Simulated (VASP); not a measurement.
# W4C4F in VASP: single point with PBE

Aim: the single point of W4C4F with PBE.

Program: VASP 6.6.1. These are calculated values, not measurements. Logs are shortened: lines on timing, memory, paths and dates and some standing lists are left out, and cuts for length are marked.

### Step 1. The cell of the first run

The cell holds a slab with vacuum, 18 atoms: a = 5.672 Å, b = 5.672 Å, c = 16.180 Å, α = 90.00°, β = 90.00°, γ = 120.00°.

### Step 2. Single point, PBE

INCAR reads:

```
SYSTEM = W4C4F
PREC = Accurate
ENCUT = 520
EDIFF = 1E-6
ISMEAR = 0
SIGMA = 0.15
LREAL = Auto
LASPH = .TRUE.
NELM = 60
ALGO = Normal
ISIF = 2
LWAVE = .FALSE.
LCHARG = .TRUE.
GGA = PE
LELF = .TRUE.
LVHAR = .TRUE.
NBANDS = 94
```

KPOINTS reads:

```
regular mesh
0
G
  5 5 1
  0 0 0
```

POSCAR reads:

```
W4C4F
1.0
    5.6722800000      0.0000000000      0.0000000000
   -2.8361400000      4.9123390000      0.0000000000
    0.0000000000      0.0000000000     16.1797200000
W C F
8 8 2
Direct
    0.0000000000      0.0000000000      0.0618057667
    0.0000518083      0.0001036166      0.2394441313
   -0.0000000509      0.4999998982      0.0618057667
    0.0010593222      0.5021186445      0.2411019474
    0.5000000000      0.0000000000      0.0618057667
    0.5000518083      0.0001036166      0.2394441313
    0.4999999491      0.4999998982      0.0618057667
    0.5010593222      0.5021186445      0.2411019474
    0.3337345509      0.1674691018      0.1454514664
    0.3305702742      0.1611405483      0.3215103228
    0.3332068491      0.6664136982      0.1444548484
    0.3384100731      0.6768201462      0.3125699950
    0.8337345509      0.1674691018      0.1454514664
    0.8305702742      0.1611405483      0.3215103228
    0.8332068491      0.6664136982      0.1444548484
    0.8384100731      0.6768201462      0.3125699950
   -0.1641834470      0.1716331059      0.4036948723
   -0.6641834470      0.1716331059      0.4036948723
```

Potentials or basis: VASP PAW PBE potentials, release 64 (W_sv, C, F).

On the command line:

```console
> cat potpaw_PBE.64/W_sv/POTCAR potpaw_PBE.64/C/POTCAR potpaw_PBE.64/F/POTCAR > POTCAR
> mpirun -np 1 vasp_std > vasp.out
```

OUTCAR:

```text
SYSTEM = W4C4F
   PREC = Accurate
   ENCUT = 520
   EDIFF = 1E-6
   ISMEAR = 0
   LREAL = Auto
   LASPH = .TRUE.
   NELM = 60
   ISIF = 2
   GGA = PE

 ion  position               nearest neighbor table
   1  0.000  0.000  0.062-  15 2.12   9 2.13  13 2.13   7 2.84   3 2.84   5 2.84   5 2.84   3 2.84
                             7 2.84   2 2.87
   2  0.000  0.000  0.239-  16 1.98  14 2.10  10 2.10   9 2.24  13 2.24  15 2.25   4 2.83   8 2.83
                             6 2.84   6 2.84   8 2.84   4 2.84   1 2.87
   3  1.000  0.500  0.062-  11 2.11  15 2.11  13 2.12   5 2.84   1 2.84   7 2.84   7 2.84   1 2.84
                             5 2.84   4 2.90
   4  0.001  0.502  0.241-  16 2.02  12 2.02  14 2.12  13 2.26  15 2.26  11 2.26   2 2.83   6 2.83
                             8 2.84   8 2.84   6 2.84   2 2.84   3 2.90
   5  0.500  0.000  0.062-  11 2.12  13 2.13   9 2.13   7 2.84   3 2.84   1 2.84   1 2.84   7 2.84
                             3 2.84   6 2.87
   6  0.500  0.000  0.239-  12 1.98  10 2.10  14 2.10  13 2.24   9 2.24  11 2.25   8 2.83   4 2.83
                             2 2.84   2 2.84   4 2.84   8 2.84   5 2.87
   7  0.500  0.500  0.062-  11 2.11  15 2.11   9 2.12   5 2.84   1 2.84   3 2.84   3 2.84   5 2.84
                             1 2.84   8 2.90
   8  0.501  0.502  0.241-  12 2.02  16 2.02  10 2.12   9 2.26  11 2.26  15 2.26   6 2.83   2 2.83
                             4 2.84   4 2.84   2 2.84   6 2.84   7 2.90
   9  0.334  0.167  0.145-   7 2.12   1 2.13   5 2.13   2 2.24   6 2.24   8 2.26
  10  0.331  0.161  0.322-  18 1.33   6 2.10   2 2.10   8 2.12
  11  0.333  0.666  0.144-   3 2.11   7 2.11   5 2.12   6 2.25   8 2.26   4 2.26
  12  0.338  0.677  0.313-   6 1.98   8 2.02   4 2.02
  13  0.834  0.167  0.145-   3 2.12   5 2.13   1 2.13   6 2.24   2 2.24   4 2.26
  14  0.831  0.161  0.322-  17 1.33   2 2.10   6 2.10   4 2.12
  15  0.833  0.666  0.144-   3 2.11   7 2.11   1 2.12   2 2.25   4 2.26   8 2.26
  16  0.838  0.677  0.313-   2 1.98   4 2.02   8 2.02
  17  0.836  0.172  0.404-  14 1.33
  18  0.336  0.172  0.404-  10 1.33

  LATTYP: Found a hexagonal cell.
 ALAT       =     5.6722800000
 C/A-ratio  =     2.8524191330

  Lattice vectors:

 A1 = (   5.6722800000,   0.0000000000,   0.0000000000)
 A2 = (  -2.8361400000,   4.9123390000,   0.0000000000)
 A3 = (   0.0000000000,   0.0000000000,  16.1797200000)

Analysis of symmetry for initial positions (statically):
=====================================================================
 Subroutine PRICEL returns following result:

  LATTYP: Found a simple orthorhombic cell.
 ALAT       =     2.8361400000
 B/A-ratio  =     1.7320509566
 C/A-ratio  =     5.7048382661

  Lattice vectors:

 A1 = (   2.8361400000,   0.0000000000,   0.0000000000)
[... 146 lines left out ...]
   PSTRESS=    0.0 pullay stress
   NELECT =     158.0000    total number of electrons
   NUPDOWN=      -1.0000    fix difference up-down
   EMIN   =  10.00;   EMAX   =-10.00  energy-range for DOS
   EFERMI =   0.00;   METHOD = LEGACY
   ISMEAR =     0;   SIGMA  =   0.15  broadening in eV -4-tet -1-fermi 0-gaus
   EFERMI_NEDOS =   21; number of points for ismear=-14 and -15
   IALGO  =     38    algorithm
   IMIX   =      4    mixing-type and parameters
     AMIX     =   0.40;   BMIX     =  1.00
     AMIX_MAG =   1.60;   BMIX_MAG =  1.00
  volume/ion in A,a.u.               =      25.05       169.02
  Fermi-wavevector in a.u.,A,eV,Ry     =   1.154219  2.181158 18.125972  1.332221
  Thomas-Fermi vector in A             =   2.290857
   LORBIT       =      0    0 simple, 1 ext, 2 COOP (PROOUT), +10 PAW based schemes
   GGA     = PE    functional components
   LHFCALC =     F    Hartree Fock is set to
   AEXX    =    0.0000 exact exchange contribution
   IVDW    =     0    specifies the selected vdW correction
   LEPSILON=     F    determine dielectric tensor
   LRPA    =     F    only Hartree local field effects (RPA)
 non-spin polarized calculation
 Gauss-broadening in eV      SIGMA  =   0.15
  energy-cutoff  :      520.00
  volume of cell :      450.83
 maximum number of plane-waves:     12156
 NGX is ok and might be reduce to    42
   NGX = 21   NGY = 21   NGZ = 61

 number of electron     158.0000011 magnetization

 Free energy of the ion-electron system (eV)
  ---------------------------------------------------
  ext. energy  EPLUGINS =         0.00000000
  ---------------------------------------------------
  free energy    TOTEN  =      -171.56170776 eV

  energy without entropy =     -171.47268085  energy(sigma->0) =     -171.51719431

 E-fermi :   0.6295     XC(G=0):  -6.5968

 val. band max:        0.6059305976   @ k =   0.0000   0.4000   0.0000
 cond. band min:       0.6363700046   @ k =   0.2000  -0.0000   0.0000
 fundamental gap:      0.0304394070
 Fermi energy:         0.6294592619

 k-point     1 :       0.0000    0.0000    0.0000
  band No.  band energies     occupation
      1     -73.1017      2.00000
      2     -73.0253      2.00000
      3     -73.0239      2.00000
      4     -73.0227      2.00000
      5     -72.7974      2.00000
      6     -72.7461      2.00000
[... 835 lines left out ...]
     90       3.1965      0.00000
     91       3.3752      0.00000
 [bands above 91 left out]

------------------------ aborting loop because EDIFF is reached ----------------------------------------

  FORCE on cell =-STRESS in cart. coord.  units (eV):
  Direction    XX          YY          ZZ          XY          YZ          ZX
  --------------------------------------------------------------------------------------
  -------------------------------------------------------------------------------------
  Total       22.3915961     22.7915476      1.7408920      0.0000000      0.0391766      0.0000000
  in kB       79.5753656     80.9967153      6.1867908      0.0000000      0.1392259      0.0000000
  external PRESSURE =      55.5862905 kB  Pullay stress =       0.0000000 kB

 VOLUME and BASIS-vectors are now :
 -----------------------------------------------------------------------------
  energy-cutoff  :      520.00
  volume of cell :      450.83
      direct lattice vectors                 reciprocal lattice vectors
     5.672280000  0.000000000  0.000000000     0.176295952  0.101784506  0.000000000
    -2.836140000  4.912339000  0.000000000     0.000000000  0.203569013  0.000000000
     0.000000000  0.000000000 16.179720000     0.000000000  0.000000000  0.061805767

 POSITION                                       TOTAL-FORCE (eV/Angst)
 -----------------------------------------------------------------------------------
      0.00000      0.00000      1.00000        -0.000000      0.103183     -0.017833
      0.00000      0.00051      3.87414         0.000000      0.020299     -0.004794
      4.25421      2.45617      1.00000         0.000000     -0.101713     -0.093369
     -1.41807      2.46658      3.90096        -0.000000     -0.023026     -0.004142
      2.83614      0.00000      1.00000        -0.000000      0.103183     -0.017833
      2.83614      0.00051      3.87414         0.000000      0.020299     -0.004794
[... 10 lines left out ...]
      4.25421      0.84312      6.53167         0.000000      0.016943      0.393848
      1.41807      0.84312      6.53167         0.000000      0.016943      0.393848
 -----------------------------------------------------------------------------------
    total drift:                               -0.000002     -0.013621     -0.000449

  FREE ENERGIE OF THE ION-ELECTRON SYSTEM (eV)
  ---------------------------------------------------
  free  energy   TOTEN  =      -171.5617077634 eV

  energy  without entropy=     -171.4726808486  energy(sigma->0) =     -171.51719431
```

OSZICAR:

```text
N       E                     dE             d eps       ncg     rms          rms(c)
DAV:   1     0.192820259453E+04    0.19282E+04   -0.92682E+04  2004   0.163E+03
DAV:   2    -0.595827588443E+02   -0.19878E+04   -0.19443E+04  1946   0.494E+02
DAV:   3    -0.190237498721E+03   -0.13065E+03   -0.12586E+03  2040   0.125E+02
[... 21 lines left out ...]
DAV:  25    -0.171561687069E+03   -0.40100E-04   -0.36300E-06  1500   0.720E-03    0.352E-03
DAV:  26    -0.171561700317E+03   -0.13248E-04   -0.80632E-07  1154   0.332E-03    0.168E-03
DAV:  27    -0.171561704640E+03   -0.43228E-05   -0.87124E-07  1168   0.343E-03    0.122E-03
DAV:  28    -0.171561707003E+03   -0.23629E-05   -0.27335E-07  1108   0.186E-03    0.783E-04
DAV:  29    -0.171561707763E+03   -0.76026E-06   -0.16034E-07  1064   0.111E-03
   1 F= -.17156171E+03 E0= -.17151719E+03  d E =-.890269E-01
```

stdout:

```text
POSCAR found type information on POSCAR W C F
 POSCAR found :  3 types and      18 ions
 scaLAPACK will be used
 LDA part: xc-table for (Slater+PW92), standard interpolation
 POSCAR, INCAR and KPOINTS ok, starting setup
 FFT: planning ... GRIDC
 FFT: planning ... GRID_SOFT
 FFT: planning ... GRID
 WAVECAR not read
 entering main loop
```

Run time: 12 min. Hardware: 1 thread of Intel Xeon Platinum 8488C (Sapphire Rapids), shared host; peak memory 0.62 GiB.

What came out:

| Quantity | Value |
| --- | --- |
| Free energy | -171.5617 eV |
| Largest force | 0.394 eV/Å |
| Band gap on the k mesh | zero (bands 79 and 80 overlap by 0.85 eV) |

Forces in eV/Å, atoms in the order of the input:
```
W    0.000  0.103 -0.018
W    0.000  0.020 -0.005
W    0.000 -0.102 -0.093
W    0.000 -0.023 -0.004
W    0.000  0.103 -0.018
W    0.000  0.020 -0.005
W    0.000 -0.102 -0.093
W    0.000 -0.023 -0.004
C    0.000  0.001 -0.003
C    0.000 -0.015 -0.347
C    0.000  0.001  0.001
C    0.000 -0.003  0.076
C    0.000  0.001 -0.003
C    0.000 -0.015 -0.347
C    0.000  0.001  0.001
C    0.000 -0.003  0.076
F    0.000  0.017  0.394
F    0.000  0.017  0.394
```

Caveat: there is no dipole correction, which matters where the two faces differ; spin-orbit coupling is left out, which moves the levels of the heavy elements.

The gap in the log of VASP goes by the Fermi energy; the results here count the filled bands.